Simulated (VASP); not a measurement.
Wanted: the native input for a VASP 6.6.1 run.

```
Task                   : relaxation of shape and atoms at fixed volume
Functional             : PBE
Potentials or basis    : VASP PAW PBE potentials, release 64 (Al, N)
Cutoff                 : 600 eV
k mesh                 : 10 × 10 × 6
Occupations            : gaussian, width 0.05 eV
Spin                   : no spin polarisation
Dipole correction      : no
Further INCAR settings : ALGO = Normal; EDIFF = 1e-06; IBRION = 2; EDIFFG = -0.01; NSW = 60; ISIF = 4
```

The structure of AlN lies in POSCAR:

```
AlN
1.0
    2.9262791231      0.0000000000      0.0000000000
   -1.4631395616      2.5342320591      0.0000000000
    0.0000000000      0.0000000000      4.5934827463
Al N
2 2
Direct
    0.3333333333      0.6666666667     -0.0039983851
    0.6666666667      0.3333333333      0.4960016149
    0.3333333333      0.6666666667      0.3839983851
    0.6666666667      0.3333333333      0.8839983851
```

This cell differs from its parent crystal: volume scaled by 0.800.

The input as run:

INCAR

```
SYSTEM = AlN
ALGO = Normal
EDIFF = 1E-6
EDIFFG = -0.01
ENCUT = 600
GGA = PE
IBRION = 2
ISIF = 4
ISMEAR = 0
LASPH = .True.
LCHARG = .False.
LREAL = .False.
LWAVE = .False.
NELM = 60
NSW = 60
PREC = Accurate
SIGMA = 0.05
```

KPOINTS

```
k-points
0
Gamma
  10 10 6
  0 0 0
```

Potentials or basis: VASP PAW PBE potentials, release 64 (Al, N).

Launch:

```sh
$ cat potpaw_PBE.64/Al/POTCAR potpaw_PBE.64/N/POTCAR > POTCAR
$ mpirun -np 1 vasp_std > vasp.out
```

Results of the run:

```yaml
Energy_gained_by_relaxing: 1.0 meV/atom
Ionic_steps: 9
Pressure_after_relaxing: 64.5 GPa
Band_gap_on_the_k_mesh: 5.13 eV, indirect (least direct gap 5.71 eV)
```

It took 57 s on 1 thread of Intel(R) Xeon(R) Platinum 8375C CPU @ 2.90GHz (Ice Lake) (shared host), peak memory 0.16 GiB.
